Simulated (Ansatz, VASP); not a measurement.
**Two plane-wave programs on Mn**

File INCAR:

```
SYSTEM = Mn
  PREC = Accurate
  ENCUT = 500
  EDIFF = 1E-7
  ISMEAR = 0
  SIGMA = 0.1
  LREAL = .FALSE.
  LASPH = .TRUE.
  NELM = 200
  ALGO = Normal
  ISIF = 3
  LWAVE = .FALSE.
  LCHARG = .FALSE.
  ISPIN = 2
  MAGMOM = 1.54
  LORBIT = 11
  LMAXMIX = 4
  GGA = PE
  IBRION = 2
  NSW = 90
  EDIFFG = -0.04
  GGA_COMPAT = .FALSE.
  NELMIN = 4
```

The input KPOINTS:

```
regular mesh
0
G
  8 8 8
  0 0 0
```

The input POSCAR:

```
Mn
1.0
   -1.5300022839      1.5300022839      1.5300022839
    1.5300022839     -1.5300022839      1.5300022839
    1.5300022839      1.5300022839     -1.5300022839
Mn
1
Direct
    0.0000000000      0.0000000000      0.0000000000
```

Input for Ansatz:

```yaml
crystal:
  lattice:
    - [-1.5300022839, 1.5300022839, 1.5300022839]
    - [1.5300022839, -1.5300022839, 1.5300022839]
    - [1.5300022839, 1.5300022839, -1.5300022839]
  atoms:
    - { symbol: Mn, position: [0.0, 0.0, 0.0], spin: 1.54 }
basis:
  ecutwfc: 420
kpoints:
  mp_grid: { grid: [8, 8, 8] }
hamiltonian:
  xc: pbe
scf:
  occupations: { method: gaussian, width: 0.1 }
  lower_state_search: "off"
output:
  forces: true
  stress: true
  eigenvalues: true
  populations: true
magnetization:
  spin_polarized: true
relax:
  adjacent_minimum: "off"
  f_tol: 0.04
  max_steps: 70
  cell: { stress_tol: 0.4 }
```

Alike in both runs: task relaxation of cell and atoms; functional PBE; k mesh 8 × 8 × 8; occupations gaussian, width 0.1 eV; collinear spin.

|  | VASP | Ansatz |
| --- | --- | --- |
| version | VASP 6.6.1 | Ansatz 0.2.0 |
| potentials or method | VASP PAW PBE potentials, release 64 (Mn_pv), cutoff 500 eV | scalar-relativistic, plane waves, PAW |
| valence electrons in the cell | 13 | 15 |

```tsv
	VASP	Ansatz	Ansatz less VASP
gap on the k mesh at the Fermi level, each at its own relaxed structure (eV)	none	none	-
net moment per atom (μB)	0.70	0.70	-0.006
size of the moment on the site where the two differ most (μB)	0.70	0.70	-0.008
relaxed volume (Å³/atom)	10.86	10.86	+0.002
relaxed cell length with the largest relative difference (Å)	2.416	2.416	+0.0001
```

Site moments also hang on the region over which each program counts them. A gap of «none» marks a metal or a gap that the smearing closes. VASP's potentials hold 13 valence electrons a cell and Ansatz's 15, so a difference there can come from the potentials and not from the codes.

The k mesh is coarse, so the values compare programs but aren't converged. Noted on VASP's run: the volume moved by over 15 % at a fixed basis, so the end points are rough.
